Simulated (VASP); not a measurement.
# P in VASP: notebook

Runs on P. Level: PBEsol. Tasks: single point.

Everything below comes from runs of VASP 6.6.1. Logs are shortened: lines on timing, memory, paths and dates and some standing lists are left out, and cuts for length are marked.

**1. The cell of the first run**

The cell holds a slab with vacuum, 4 atoms: a = 3.284 Å, b = 34.857 Å, c = 4.400 Å, α = 90.00°, β = 90.00°, γ = 90.00°.

**2. Single point, PBEsol (strain +0.000 along x and y, -0.050 along z)**

INCAR reads:

```
  PREC = Accurate
  ENCUT = 520
  EDIFF = 1E-6
  ISMEAR = 0
  SIGMA = 0.05
  LREAL = F
  LASPH = T
  NELM = 100
  ALGO = Normal
  ISIF = 2
  LWAVE = F
  LCHARG = F
  GGA = PS
  NBANDS = 18
```

KPOINTS reads:

```
regular mesh
0
Gamma
  8 1 6
```

POSCAR reads:

```
P
1.0
    3.2837277200      0.0000000000      0.0000000000
    0.0000000000     34.8570309900      0.0000000000
    0.0000000000      0.0000000000      4.4004804745
P
4
Direct
    0.0000000000      0.9702614300      0.5921507200
    0.0000000000      0.0297385700      0.4078492800
    0.5000000000      0.0297385700      0.0921507200
    0.5000000000      0.9702614300      0.9078492800
```

Potentials or basis: VASP PAW PBE potentials, release 64 (P).

Command:

```bash
cat potpaw_PBE.64/P/POTCAR > POTCAR
mpirun -np 1 vasp_std > vasp.out
```

OUTCAR:

```text
PREC = Accurate
   ENCUT = 520
   EDIFF = 1E-6
   ISMEAR = 0
   LREAL = F
   LASPH = T
   NELM = 100
   ISIF = 2
   GGA = PS

 ion  position               nearest neighbor table
   1  0.000  0.970  0.592-   4 2.15   4 2.15   2 2.23
   2  0.000  0.030  0.408-   3 2.15   3 2.15   1 2.23
   3  0.500  0.030  0.092-   2 2.15   2 2.15   4 2.23
   4  0.500  0.970  0.908-   1 2.15   1 2.15   3 2.23

  LATTYP: Found a simple orthorhombic cell.
 ALAT       =     3.2837277200
 B/A-ratio  =     1.3400868920
 C/A-ratio  =    10.6150795566

  Lattice vectors:

 A1 = (  -3.2837277200,   0.0000000000,   0.0000000000)
 A2 = (   0.0000000000,   0.0000000000,   4.4004804745)
 A3 = (   0.0000000000,  34.8570309900,   0.0000000000)

Analysis of symmetry for initial positions (statically):
=====================================================================
 Subroutine PRICEL returns:
 Original cell was already a primitive cell.

 Routine SETGRP: Setting up the symmetry group for a
 simple orthorhombic supercell.

 Subroutine GETGRP returns: Found  8 space group operations
 (whereof  4 operations were pure point group operations)
 out of a pool of  8 trial point group operations.

The static configuration has the point symmetry C_2h.
 The point group associated with its full space group is D_2h.

Analysis of symmetry for dynamics (positions and initial velocities):
=====================================================================
 Subroutine PRICEL returns:
 Original cell was already a primitive cell.

 Routine SETGRP: Setting up the symmetry group for a
 simple orthorhombic supercell.

 Subroutine GETGRP returns: Found  8 space group operations
 (whereof  4 operations were pure point group operations)
 out of a pool of  8 trial point group operations.

The dynamic configuration has the point symmetry C_2h.
 The point group associated with its full space group is D_2h.

 Subroutine INISYM returns: Found  8 space group operations
 (whereof  4 operations are pure point group operations),
 and found     1 'primitive' translations

----------------------------------------------------------------------------------------

                                     Primitive cell

  volume of cell :     503.6834

  direct lattice vectors                    reciprocal lattice vectors
     3.283727720  0.000000000  0.000000000     0.304531948  0.000000000  0.000000000
     0.000000000 34.857030990  0.000000000     0.000000000  0.028688617  0.000000000
     0.000000000  0.000000000  4.400480475     0.000000000  0.000000000  0.227247912

  length of vectors
     3.283727720 34.857030990  4.400480475     0.304531948  0.028688617  0.227247912

  position of ions in fractional coordinates (direct lattice)
     0.000000000  0.970261430  0.592150720
     0.000000000  0.029738570  0.407849280
     0.500000000  0.029738570  0.092150720
     0.500000000  0.970261430  0.907849280

  ion indices of the primitive-cell ions
   primitive index   ion index
                 1           1
                 2           2
                 3           3
                 4           4

----------------------------------------------------------------------------------------

 KPOINTS: regular mesh

Automatic generation of k-mesh.
 Grid dimensions read from file:
 generate k-points for:    8    1    6

 Generating k-lattice:

  Cartesian coordinates                     Fractional coordinates (reciprocal lattice)
     0.038066494  0.000000000  0.000000000     0.125000000  0.000000000  0.000000000
     0.000000000  0.028688617  0.000000000     0.000000000  1.000000000  0.000000000
     0.000000000  0.000000000  0.037874652     0.000000000  0.000000000  0.166666667

  Length of vectors
     0.038066494  0.028688617  0.037874652

  Shift w.r.t. Gamma in fractional coordinates (k-lattice)
     0.000000000  0.000000000  0.000000000

 Subroutine IBZKPT returns following result:
 ===========================================

 Found     20 irreducible k-points:

 Following reciprocal coordinates:
            Coordinates               Weight
  0.000000  0.000000  0.000000      1.000000
  0.125000  0.000000  0.000000      2.000000
  0.250000  0.000000  0.000000      2.000000
  0.375000  0.000000  0.000000      2.000000
  0.500000  0.000000  0.000000      1.000000
  0.000000  0.000000  0.166667      2.000000
[... 12 lines left out ...]
  0.375000  0.000000  0.500000      2.000000
  0.500000  0.000000  0.500000      1.000000
   k-points           NKPTS =     20   k-points in BZ     NKDIM =     20   number of bands    NBANDS=     18
   number of dos      NEDOS =    301   number of ions     NIONS =      4
   total plane-waves  NPLWV = 233280
   dimension x,y,z NGX =    24 NGY =  270 NGZ =   36
   dimension x,y,z NGXF=    48 NGYF=  540 NGZF=   72
   ions per type =               4
   NGX,Y,Z   is equivalent  to a cutoff of  12.15, 12.88, 13.60 a.u.
   NGXF,Y,Z  is equivalent  to a cutoff of  24.30, 25.75, 27.20 a.u.
 SYSTEM =  unknown system
   PREC   = accura    normal or accurate (medium, high low for compatibility)
   ISTART =      0    job   : 0-new  1-cont  2-samecut
   ICHARG =      2    charge: 1-file 2-atom 10-const
   ISPIN  =      1    spin polarized calculation?
   LNONCOLLINEAR =      F non collinear calculations
   LSORBIT =      F    spin-orbit coupling
   LASPH  =      T    aspherical Exc in radial PAW
   ENCUT  =  520.0 eV  38.22 Ry    6.18 a.u.   6.11 64.81  8.18*2*pi/ulx,y,z
   NELM   =    100;   NELMIN=  2; NELMDL= -5     # of ELM steps
   EDIFF  = 0.1E-05   stopping-criterion for ELM
   LREAL  =      F    real-space projection
   EDIFFG = 0.1E-04   stopping-criterion for IOM
   NSW    =      0    number of steps for IOM
   IBRION =     -1    ionic relax: 0-MD 1-quasi-New 2-CG
   NFREE  =      0    steps in history (QN), initial steepest desc. (CG)
   ISIF   =      2    stress and relaxation
   ISYM   =      2    0-nonsym 1-usesym 2-fastsym
   POTIM  = 0.5000    time-step for ionic-motion
   TEBEG  =    0.0;   TEEND  =   0.0 temperature during run
   PSTRESS=    0.0 pullay stress
   NELECT =      20.0000    total number of electrons
   NUPDOWN=      -1.0000    fix difference up-down
   EMIN   =  10.00;   EMAX   =-10.00  energy-range for DOS
   EFERMI =   0.00;   METHOD = LEGACY
   ISMEAR =     0;   SIGMA  =   0.05  broadening in eV -4-tet -1-fermi 0-gaus
   EFERMI_NEDOS =   21; number of points for ismear=-14 and -15
   IALGO  =     38    algorithm
   IMIX   =      4    mixing-type and parameters
     AMIX     =   0.40;   BMIX     =  1.00
     AMIX_MAG =   1.60;   BMIX_MAG =  1.00
  volume/ion in A,a.u.               =     125.92       849.76
  Fermi-wavevector in a.u.,A,eV,Ry     =   0.558512  1.055434  4.244138  0.311935
  Thomas-Fermi vector in A             =   1.593566
   LORBIT       =      0    0 simple, 1 ext, 2 COOP (PROOUT), +10 PAW based schemes
   GGA     = PS    functional components
   LHFCALC =     F    Hartree Fock is set to
   AEXX    =    0.0000 exact exchange contribution
   IVDW    =     0    specifies the selected vdW correction
   LEPSILON=     F    determine dielectric tensor
   LRPA    =     F    only Hartree local field effects (RPA)
 non-spin polarized calculation
 Gauss-broadening in eV      SIGMA  =   0.05
  energy-cutoff  :      520.00
  volume of cell :      503.68
 maximum number of plane-waves:     13624
   NGX = 13   NGY =129   NGZ = 17

 number of electron      20.0000000 magnetization

 Free energy of the ion-electron system (eV)
  ---------------------------------------------------
  ext. energy  EPLUGINS =         0.00000000
  ---------------------------------------------------
  free energy    TOTEN  =       -22.73572196 eV

  energy without entropy =      -22.73572196  energy(sigma->0) =      -22.73572196

 E-fermi :  -2.9180     XC(G=0):  -1.8030

 val. band max:       -3.1763534238   @ k =   0.1250   0.0000   0.0000
 cond. band min:      -2.5739546050   @ k =   0.0000   0.0000   0.0000
 fundamental gap:      0.6023988187
 Fermi energy:        -2.9179859562

 k-point     1 :       0.0000    0.0000    0.0000
  band No.  band energies     occupation
      1     -18.8881      2.00000
      2     -16.2776      2.00000
      3     -12.3170      2.00000
      4      -9.3648      2.00000
      5      -8.0842      2.00000
      6      -7.5994      2.00000
[... 10 lines left out ...]
     17       1.6827      0.00000
     18       1.8298      0.00000

 k-point     2 :       0.1250    0.0000    0.0000
  band No.  band energies     occupation
      1     -18.6971      2.00000
      2     -16.0806      2.00000
      3     -12.4539      2.00000
      4      -9.2171      2.00000
      5      -8.1824      2.00000
      6      -7.9680      2.00000
[... 10 lines left out ...]
     17       1.9002      0.00000
     18       2.0155      0.00000

 k-point     3 :       0.2500    0.0000    0.0000
  band No.  band energies     occupation
      1     -18.1290      2.00000
      2     -15.4922      2.00000
      3     -13.1539      2.00000
      4      -9.6079      2.00000
      5      -9.0427      2.00000
      6      -8.8130      2.00000
[... 10 lines left out ...]
     17       2.0878      0.00000
     18       2.2543      0.00000

 k-point     4 :       0.3750    0.0000    0.0000
  band No.  band energies     occupation
      1     -17.2011      2.00000
      2     -14.5204      2.00000
      3     -14.5009      2.00000
      4     -11.5108      2.00000
      5      -8.9236      2.00000
      6      -8.3546      2.00000
[... 291 lines left out ...]
      4     -11.8684      2.00000
      5      -9.2742      2.00000
      6      -9.2742      2.00000
[... 10 lines left out ...]
     17       3.0744      0.00000
     18       3.0744      0.00000

 k-point    19 :       0.3750    0.0000    0.5000
  band No.  band energies     occupation
      1     -16.1130      2.00000
      2     -16.1130      2.00000
      3     -12.8020      2.00000
      4     -12.8020      2.00000
      5      -9.3484      2.00000
      6      -9.3484      2.00000
[... 10 lines left out ...]
     17       3.7455      0.00000
     18       3.7455      0.00000

 k-point    20 :       0.5000    0.0000    0.5000
  band No.  band energies     occupation
      1     -15.4817      2.00000
      2     -15.4817      2.00000
      3     -13.6268      2.00000
      4     -13.6268      2.00000
      5      -8.6124      2.00000
      6      -8.6124      2.00000
[... 10 lines left out ...]
     17       3.0831      0.00000
     18       3.0831      0.00000

------------------------ aborting loop because EDIFF is reached ----------------------------------------

  FORCE on cell =-STRESS in cart. coord.  units (eV):
  Direction    XX          YY          ZZ          XY          YZ          ZX
  --------------------------------------------------------------------------------------
  -------------------------------------------------------------------------------------
  Total        1.6887241      0.6873268      3.1483336      0.0000000     -0.0000000      0.0000000
  in kB        5.3716989      2.1863325     10.0146021      0.0000000     -0.0000000      0.0000000
  external PRESSURE =       5.8575445 kB  Pullay stress =       0.0000000 kB

 VOLUME and BASIS-vectors are now :
 -----------------------------------------------------------------------------
  energy-cutoff  :      520.00
  volume of cell :      503.68
      direct lattice vectors                 reciprocal lattice vectors
     3.283727720  0.000000000  0.000000000     0.304531948  0.000000000  0.000000000
     0.000000000 34.857030990  0.000000000     0.000000000  0.028688617  0.000000000
     0.000000000  0.000000000  4.400480475     0.000000000  0.000000000  0.227247912

 POSITION                                       TOTAL-FORCE (eV/Angst)
 -----------------------------------------------------------------------------------
      0.00000     33.82043      2.60575         0.000000     -0.169356     -1.045859
      0.00000      1.03660      1.79473         0.000000      0.169356      1.045859
      1.64186      1.03660      0.40551         0.000000      0.169356     -1.045859
      1.64186     33.82043      3.99497        -0.000000     -0.169356      1.045859
 -----------------------------------------------------------------------------------
    total drift:                               -0.000000      0.000000      0.000000

  FREE ENERGIE OF THE ION-ELECTRON SYSTEM (eV)
  ---------------------------------------------------
  free  energy   TOTEN  =       -22.7357219577 eV

  energy  without entropy=      -22.7357219577  energy(sigma->0) =      -22.73572196
```

It took 3.6 min on 1 thread of Intel Xeon Platinum 8488C (Sapphire Rapids), shared host; peak memory 0.55 GiB.

What came out:

```
Free energy            : -22.7357 eV
Largest force          : 1.059 eV/Å
Band gap on the k mesh : 0.60 eV (least direct gap 0.63 eV)
```

Forces on the atoms (eV/Å):
```
P    0.000 -0.169 -1.046
P    0.000  0.169  1.046
P    0.000  0.169 -1.046
P    0.000 -0.169  1.046
```

Caveat: the cell differs from its parent crystal (strain +0.000 along x and y, -0.050 along z); there is no dipole correction, which matters where the two faces differ; the PAW data sets were made with another functional, which shifts forces and pressure a little.

(Part 1 of 3 ends here.)
